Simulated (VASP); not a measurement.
Input of a VASP 6.6.1 run:

Contents of POSCAR:

```
Mn
1.0
   -1.5740647328      1.5740647328      1.5740647328
    1.5740647328     -1.5740647328      1.5740647328
    1.5740647328      1.5740647328     -1.5740647328
Mn
1
Direct
    0.0000000000      0.0000000000      0.0000000000
```

File INCAR.step1:

```
SYSTEM = Mn
  PREC = Accurate
  ENCUT = 520
  ISMEAR = 0
  SIGMA = 0.1
  LREAL = .FALSE.
  LASPH = .TRUE.
  NELM = 150
  ISPIN = 2
  MAGMOM = 4.15
  LMAXMIX = 4
  NBANDS = 16
  GGA = PE
  ALGO = Normal
  EDIFF = 1E-4
  LWAVE = .TRUE.
  LCHARG = .FALSE.
```

Contents of INCAR.step2:

```
SYSTEM = Mn
  PREC = Accurate
  ENCUT = 520
  EDIFF = 1E-6
  ISMEAR = 0
  SIGMA = 0.1
  LREAL = .FALSE.
  LASPH = .TRUE.
  NELM = 150
  ALGO = Normal
  ISIF = 2
  LWAVE = .FALSE.
  LCHARG = .FALSE.
  ISPIN = 2
  MAGMOM = 4.15
  LORBIT = 11
  LMAXMIX = 4
  METAGGA = R2SCAN
  LMIXTAU = .TRUE.
  NBANDS = 16
  ISTART = 1
```

File KPOINTS:

```
Automatic mesh
0
G
  8 8 8
  0 0 0
```

Potentials or basis: VASP PAW PBE potentials, release 64 (Mn_pv).

Run with:

```console
$ cat potpaw_PBE.64/Mn_pv/POTCAR > POTCAR
$ cp INCAR.step1 INCAR
$ mpirun -np 1 vasp_std > vasp.out
$ cp INCAR.step2 INCAR
$ mpirun -np 1 vasp_std > vasp.out
```

(1) Predict the pressure.

(2) Estimate the site moments.

(3) What does it give for the net moment?

Results:

(1) 0.0 GPa.

(2) Mn +3.80 μB.

(3) 3.81 μB per cell.

Caveat: the PAW data sets were made with another functional, which shifts forces and pressure a little.
